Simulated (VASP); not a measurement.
# SiO2 (Imma) in VASP: single point with PBE

Aim: the single point of SiO2 with PBE.

All numbers are computed with VASP 6.6.1; they aren't measurements. Logs are shortened: lines on timing, memory, paths and dates and some standing lists are left out, and cuts for length are marked.

### 1 The cell of the first run

Symmetry: Imma, No. 74, orthorhombic system. Conventional cell: a = 5.287 Å, b = 9.650 Å, c = 8.943 Å, α = 90.00°, β = 90.00°, γ = 90.00°. Within 2.1 Å of Si (site symmetry m) lie 4 O at 1.61 to 1.63 Å. O (site symmetry mm2) has 2 Si at 1.63 Å within 2.2 Å. O (site symmetry 2) has 2 Si at 1.62 Å within 2.2 Å. Within 2.1 Å of O (site symmetry 2/m) lie 2 Si at 1.61 Å.

### 2 Single point, PBE

INCAR reads:

```
SYSTEM = SiO2
PREC = Accurate ; ENCUT = 520
EDIFF = 1E-6 ; ISMEAR = -1
SIGMA = 0.02 ; LREAL = .False.
LASPH = .True. ; NELM = 100
ALGO = Normal ; ISIF = 2
LWAVE = .False. ; LCHARG = .True.
GGA = PE ; LELF = .True.
LVHAR = .True. ; NBANDS = 44
```

KPOINTS reads:

```
Automatic mesh
0
Gamma
  6 6 6
  0 0 0
```

POSCAR reads:

```
SiO2
1.0
   -2.6432581257      4.8252320152      4.4717440354
    2.6432581257     -4.8252320152      4.4717440354
    2.6432581257      4.8252320152     -4.4717440354
Si O
4 8
Direct
    0.9305122625      0.8452084409      0.0853038216
    0.7400953807      0.1547915591      0.5853038216
    0.0694877375      0.1547915591      0.9146961784
    0.2599046193      0.8452084409      0.4146961784
    0.1332941975      0.8832941975      0.2500000000
    0.8667058025      0.1167058025      0.7500000000
    0.7934938832      0.5000000000      0.7934938832
    0.2065061168      0.0000000000      0.7065061168
    0.2065061168      0.5000000000      0.2065061168
    0.7934938832      0.0000000000      0.2934938832
    0.0000000000      0.0000000000      0.0000000000
    0.5000000000      0.0000000000      0.5000000000
```

Potentials or basis: VASP PAW PBE potentials, release 64 (Si, O).

Command:

```
$ cat potpaw_PBE.64/Si/POTCAR potpaw_PBE.64/O/POTCAR > POTCAR
$ mpirun -np 1 vasp_std > vasp.out
```

OUTCAR:

```text
SYSTEM = SiO2
   PREC = Accurate
   ENCUT = 520
   EDIFF = 1E-6
   ISMEAR = -1
   LREAL = .False.
   LASPH = .True.
   NELM = 100
   ISIF = 2
   GGA = PE

 ion  position               nearest neighbor table
   1  0.931  0.845  0.085-  11 1.61   7 1.62  10 1.62   5 1.63   2 3.14   2 3.14
   2  0.740  0.155  0.585-  12 1.61  10 1.62   7 1.62   6 1.63   1 3.14   1 3.14
   3  0.069  0.155  0.915-  11 1.61   9 1.62   8 1.62   6 1.63   4 3.14   4 3.14
   4  0.260  0.845  0.415-  12 1.61   9 1.62   8 1.62   5 1.63   3 3.14   3 3.14
   5  0.133  0.883  0.250-   4 1.63   1 1.63
   6  0.867  0.117  0.750-   2 1.63   3 1.63
   7  0.793  0.500  0.793-   1 1.62   2 1.62
   8  0.207  0.000  0.707-   3 1.62   4 1.62
   9  0.207  0.500  0.207-   3 1.62   4 1.62
  10  0.793  0.000  0.293-   1 1.62   2 1.62
  11  0.000  0.000  0.000-   1 1.61   3 1.61
  12  0.500  0.000  0.500-   2 1.61   4 1.61

  LATTYP: Found a body centered orthorhombic cell.
 ALAT       =     5.2865162514
 B/A-ratio  =     1.6917545782
 C/A-ratio  =     1.8254864965

  Lattice vectors:

 A1 = (   2.6432581257,  -4.8252320152,  -4.4717440354)
 A2 = (  -2.6432581257,  -4.8252320152,   4.4717440354)
 A3 = (  -2.6432581257,   4.8252320152,  -4.4717440354)

Analysis of symmetry for initial positions (statically):
=====================================================================
 Subroutine PRICEL returns:
 Original cell was already a primitive cell.

 Routine SETGRP: Setting up the symmetry group for a
 body centered orthorhombic supercell.

 Subroutine GETGRP returns: Found  8 space group operations
 (whereof  4 operations were pure point group operations)
 out of a pool of  8 trial point group operations.

The static configuration has the point symmetry C_2h.
 The point group associated with its full space group is D_2h.

Analysis of symmetry for dynamics (positions and initial velocities):
=====================================================================
 Subroutine PRICEL returns:
 Original cell was already a primitive cell.

 Routine SETGRP: Setting up the symmetry group for a
 body centered orthorhombic supercell.

 Subroutine GETGRP returns: Found  8 space group operations
 (whereof  4 operations were pure point group operations)
 out of a pool of  8 trial point group operations.

The dynamic configuration has the point symmetry C_2h.
 The point group associated with its full space group is D_2h.

 Subroutine INISYM returns: Found  8 space group operations
 (whereof  4 operations are pure point group operations),
 and found     1 'primitive' translations

----------------------------------------------------------------------------------------

                                     Primitive cell

  volume of cell :     228.1365

  direct lattice vectors                    reciprocal lattice vectors
    -2.643258126  4.825232015  4.471744035     0.000000000  0.103621960  0.111813198
     2.643258126 -4.825232015  4.471744035     0.189160489  0.000000000  0.111813198
     2.643258126  4.825232015 -4.471744035     0.189160489  0.103621960  0.000000000

  length of vectors
     7.089864049  7.089864049  7.089864049     0.152445734  0.219735937  0.215683104

  position of ions in fractional coordinates (direct lattice)
     0.930512263  0.845208441  0.085303822
     0.740095381  0.154791559  0.585303822
     0.069487737  0.154791559  0.914696178
     0.259904619  0.845208441  0.414696178
     0.133294197  0.883294197  0.250000000
     0.866705803  0.116705803  0.750000000
     0.793493883  0.500000000  0.793493883
     0.206506117  0.000000000  0.706506117
     0.206506117  0.500000000  0.206506117
     0.793493883  1.000000000  0.293493883
     0.000000000  0.000000000  0.000000000
     0.500000000  0.000000000  0.500000000

  ion indices of the primitive-cell ions
   primitive index   ion index
                 1           1
                 2           2
                 3           3
                 4           4
                 5           5
                 6           6
                 7           7
                 8           8
                 9           9
                10          10
                11          11
                12          12

----------------------------------------------------------------------------------------

 KPOINTS: Automatic mesh

Automatic generation of k-mesh.
 Grid dimensions read from file:
 generate k-points for:    6    6    6

 Generating k-lattice:

  Cartesian coordinates                     Fractional coordinates (reciprocal lattice)
     0.000000000  0.017270327  0.018635533     0.166666667  0.000000000  0.000000000
     0.031526748  0.000000000  0.018635533    -0.000000000  0.166666667  0.000000000
     0.031526748  0.017270327  0.000000000    -0.000000000  0.000000000  0.166666667

  Length of vectors
     0.025407622  0.036622656  0.035947184

  Shift w.r.t. Gamma in fractional coordinates (k-lattice)
     0.000000000  0.000000000  0.000000000

 Subroutine IBZKPT returns following result:
 ===========================================

 Found     46 irreducible k-points:

 Following reciprocal coordinates:
            Coordinates               Weight
  0.000000  0.000000  0.000000      1.000000
  0.166667  0.000000  0.000000      4.000000
  0.333333 -0.000000  0.000000      4.000000
  0.500000 -0.000000  0.000000      2.000000
  0.000000  0.166667 -0.000000      4.000000
  0.166667  0.166667 -0.000000      8.000000
[... 16 lines left out ...]
 -0.166667  0.166667  0.166667      2.000000
  0.166667  0.333333  0.166667      4.000000
 [... further k-points ...]
   k-points           NKPTS =     46   k-points in BZ     NKDIM =     46   number of bands    NBANDS=     44
   number of dos      NEDOS =    301   number of ions     NIONS =     12
   total plane-waves  NPLWV = 157464
   dimension x,y,z NGX =    54 NGY =   54 NGZ =   54
   dimension x,y,z NGXF=   108 NGYF=  108 NGZF=  108
   ions per type =               4   8
   NGX,Y,Z   is equivalent  to a cutoff of  12.66, 12.66, 12.66 a.u.
   NGXF,Y,Z  is equivalent  to a cutoff of  25.32, 25.32, 25.32 a.u.
 SYSTEM =  SiO2
   PREC   = accura    normal or accurate (medium, high low for compatibility)
   ISTART =      0    job   : 0-new  1-cont  2-samecut
   ICHARG =      2    charge: 1-file 2-atom 10-const
   ISPIN  =      1    spin polarized calculation?
   LNONCOLLINEAR =      F non collinear calculations
   LSORBIT =      F    spin-orbit coupling
   LASPH  =      T    aspherical Exc in radial PAW
   ENCUT  =  520.0 eV  38.22 Ry    6.18 a.u.  13.18 13.18 13.18*2*pi/ulx,y,z
   NELM   =    100;   NELMIN=  2; NELMDL= -5     # of ELM steps
   EDIFF  = 0.1E-05   stopping-criterion for ELM
   LREAL  =      F    real-space projection
   EDIFFG = 0.1E-04   stopping-criterion for IOM
   NSW    =      0    number of steps for IOM
   IBRION =     -1    ionic relax: 0-MD 1-quasi-New 2-CG
   NFREE  =      0    steps in history (QN), initial steepest desc. (CG)
   ISIF   =      2    stress and relaxation
   ISYM   =      2    0-nonsym 1-usesym 2-fastsym
   POTIM  = 0.5000    time-step for ionic-motion
   TEBEG  =    0.0;   TEEND  =   0.0 temperature during run
   PSTRESS=    0.0 pullay stress
   NELECT =      64.0000    total number of electrons
   NUPDOWN=      -1.0000    fix difference up-down
   EMIN   =  10.00;   EMAX   =-10.00  energy-range for DOS
   EFERMI =   0.00;   METHOD = LEGACY
   ISMEAR =    -1;   SIGMA  =   0.02  broadening in eV -4-tet -1-fermi 0-gaus
   EFERMI_NEDOS =   21; number of points for ismear=-14 and -15
   IALGO  =     38    algorithm
   IMIX   =      4    mixing-type and parameters
     AMIX     =   0.40;   BMIX     =  1.00
     AMIX_MAG =   1.60;   BMIX_MAG =  1.00
  volume/ion in A,a.u.               =      19.01       128.30
  Fermi-wavevector in a.u.,A,eV,Ry     =   1.071692  2.025204 15.626609  1.148523
  Thomas-Fermi vector in A             =   2.207440
   LORBIT       =      0    0 simple, 1 ext, 2 COOP (PROOUT), +10 PAW based schemes
   GGA     = PE    functional components
   LHFCALC =     F    Hartree Fock is set to
   AEXX    =    0.0000 exact exchange contribution
   IVDW    =     0    specifies the selected vdW correction
   LEPSILON=     F    determine dielectric tensor
   LRPA    =     F    only Hartree local field effects (RPA)
 non-spin polarized calculation
  energy-cutoff  :      520.00
  volume of cell :      228.14
 maximum number of plane-waves:      6172
 NGX is ok and might be reduce to    54
   NGX = 27   NGY = 27   NGZ = 27

 number of electron      64.0000006 magnetization

 Free energy of the ion-electron system (eV)
  ---------------------------------------------------
  ext. energy  EPLUGINS =         0.00000000
  ---------------------------------------------------
  free energy    TOTEN  =       -94.86944097 eV

  energy without entropy =      -94.86944097  energy(sigma->0) =      -94.86944097

 E-fermi :  -1.1832     XC(G=0):  -6.9266

 val. band max:       -1.6201007660   @ k =   0.0000   0.0000   0.0000
 cond. band min:       3.7625793864   @ k =   0.0000   0.0000   0.0000
 fundamental gap:      5.3826801524
 Fermi energy:        -1.1831851182

 k-point     1 :       0.0000    0.0000    0.0000
  band No.  band energies     occupation
      1     -21.0223      2.00000
      2     -20.1383      2.00000
      3     -19.6613      2.00000
      4     -19.6327      2.00000
      5     -19.0840      2.00000
      6     -19.0387      2.00000
[... 36 lines left out ...]
     43       8.7008      0.00000
     44       8.9288      0.00000
[... 1040 lines left out ...]
      4     -19.7203      2.00000
      5     -19.0510      2.00000
      6     -19.0439      2.00000
[... 36 lines left out ...]
     43       9.2247      0.00000
     44       9.4392      0.00000

 [... further k-points ...]

------------------------ aborting loop because EDIFF is reached ----------------------------------------

  FORCE on cell =-STRESS in cart. coord.  units (eV):
  Direction    XX          YY          ZZ          XY          YZ          ZX
  --------------------------------------------------------------------------------------
  -------------------------------------------------------------------------------------
  Total        0.1251877      0.0624388      0.0327598      0.0000000      0.0000000      0.0000000
  in kB        0.8791791      0.4385010      0.2300685      0.0000000      0.0000000      0.0000000
  external PRESSURE =       0.5159162 kB  Pullay stress =       0.0000000 kB

 VOLUME and BASIS-vectors are now :
 -----------------------------------------------------------------------------
  energy-cutoff  :      520.00
  volume of cell :      228.14
      direct lattice vectors                 reciprocal lattice vectors
    -2.643258126  4.825232015  4.471744035     0.000000000  0.103621960  0.111813198
     2.643258126 -4.825232015  4.471744035     0.189160489  0.000000000  0.111813198
     2.643258126  4.825232015 -4.471744035     0.189160489  0.103621960  0.000000000

 POSITION                                       TOTAL-FORCE (eV/Angst)
 -----------------------------------------------------------------------------------
     -0.00000      0.82322      7.55911        -0.000000     -0.037597      0.028790
     -0.00000      5.64845      1.38438         0.000000     -0.037597     -0.028790
      2.64326      4.00201     -3.08737         0.000000      0.037597     -0.028790
      2.64326     -0.82322      3.08737         0.000000      0.037597      0.028790
      2.64326     -2.41262      3.42799         0.000000      0.000000     -0.013607
      0.00000      7.23785      1.04376        -0.000000      0.000000      0.013607
      1.32163      5.24497      2.23587        -0.000000      0.013785     -0.000000
      1.32163      4.40550     -2.23587        -0.000000     -0.013785     -0.000000
      1.32163     -0.41974      2.23587        -0.000000     -0.013785     -0.000000
     -1.32163      5.24497      2.23587        -0.000000      0.013785     -0.000000
      0.00000      0.00000      0.00000        -0.000000      0.000000     -0.000000
      0.00000      4.82523      0.00000        -0.000000      0.000000     -0.000000
 -----------------------------------------------------------------------------------
    total drift:                               -0.000000     -0.000000     -0.000000

  FREE ENERGIE OF THE ION-ELECTRON SYSTEM (eV)
  ---------------------------------------------------
  free  energy   TOTEN  =       -94.8694409687 eV

  energy  without entropy=      -94.8694409687  energy(sigma->0) =      -94.86944097
```

Wall time 11 min (1 thread of Oxide Virtual Turin-like, shared host); peak memory 0.56 GiB.

Results:

```
Free energy            : -94.8694 eV
Pressure               : 0.1 GPa
Largest force          : 0.047 eV/Å
Band gap on the k mesh : 5.38 eV
```

Forces on the atoms (eV/Å):
```
Si   0.000 -0.038  0.029
Si   0.000 -0.038 -0.029
Si   0.000  0.038 -0.029
Si   0.000  0.038  0.029
O    0.000  0.000 -0.014
O    0.000  0.000  0.014
O    0.000  0.014  0.000
O    0.000 -0.014  0.000
O    0.000 -0.014  0.000
O    0.000  0.014  0.000
O    0.000  0.000  0.000
O    0.000  0.000  0.000
```

Levels at points of the mesh, in eV from the valence-band top:
| k point | band 28 | band 29 | band 30 | band 31 | band 32 | band 33 | band 34 | band 35 | band 36 | band 37 |
| --- | --- | --- | --- | --- | --- | --- | --- | --- | --- | --- |
| (0.00, 0.00, 0.00) | -1.21 | -1.06 | -0.70 | -0.45 | 0.00 | 5.38 | 8.37 | 8.45 | 8.65 | 9.05 |
| (0.50, 0.00, 0.00) | -1.19 | -0.55 | -0.52 | -0.30 | -0.16 | 6.36 | 6.86 | 8.41 | 8.87 | 9.06 |
| (0.00, 0.50, 0.00) | -1.35 | -0.85 | -0.80 | -0.74 | -0.22 | 7.46 | 7.76 | 8.39 | 8.39 | 9.17 |
| (0.50, 0.50, 0.00) | -1.42 | -0.93 | -0.93 | -0.40 | -0.40 | 7.59 | 7.59 | 8.85 | 8.85 | 8.97 |
| (0.50, 0.50, 0.50) | -1.28 | -0.55 | -0.24 | -0.23 | -0.02 | 7.30 | 7.31 | 7.69 | 7.72 | 8.63 |

A k mesh can miss the band edges.
